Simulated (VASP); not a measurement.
Set up this calculation in VASP 6.6.1, as the native input.

```
Task                   : electric field gradients
Functional             : PBE
Potentials or basis    : VASP PAW PBE potentials, release 64 (Ir)
Cutoff                 : 520 eV
k mesh                 : 10 × 10 × 10
Occupations            : fermi-dirac, width 0.05 eV
Spin                   : no spin polarisation
Dipole correction      : no
Further INCAR settings : ALGO = Normal; EDIFF = 1e-08; NBANDS = 16
```

The structure of Ir lies in POSCAR:

```
Ir
1.0
    0.0000000000      2.6272165707      2.6272165707
    2.6272165707      0.0000000000      2.6272165707
    2.6272165707      2.6272165707      0.0000000000
Ir
2
Direct
   -0.1925000000     -0.1025000000     -0.1025000000
    0.1925000000      0.1025000000      0.1025000000
```

This cell differs from its parent crystal: shortest bond scaled by 0.82.

One way to write it, as run:

INCAR

```
SYSTEM = Ir
PREC = Accurate ; ENCUT = 520
EDIFF = 1E-8 ; ISMEAR = -1
SIGMA = 0.05 ; LREAL = .False.
LASPH = .True. ; NELM = 100
ALGO = Normal ; ISIF = 2
LWAVE = .False. ; LCHARG = .False.
GGA = PE ; LEFG = .True.
NBANDS = 16
```

KPOINTS

```
regular mesh
0
Gamma
  10 10 10
  0 0 0
```

Potentials or basis: VASP PAW PBE potentials, release 64 (Ir).

Launch:

```bash
$ cat potpaw_PBE.64/Ir/POTCAR > POTCAR
$ mpirun -np 1 vasp_std > vasp.out
```

It gave:

```yaml
Pressure: 75.7 GPa
Largest_force: 21.748 eV/Å
Band_gap_on_the_k_mesh: zero (band 9 reaches 8.20 eV, above the bottom of band 10 at 6.87 eV)
```

Caveat: the cell differs from its parent crystal (shortest bond scaled by 0.82); without QUAD_EFG the Cq values of the log hold for a quadrupole moment of 1 mb, not for the nuclei; spin-orbit coupling is left out, which moves the levels of the heavy elements; forces of over 1 eV/Å act on the atoms, so gaps and moduli don't describe the material at rest.

Wall time 110 s on 1 thread of AMD EPYC 9R45 (shared host), peak memory 0.17 GiB.
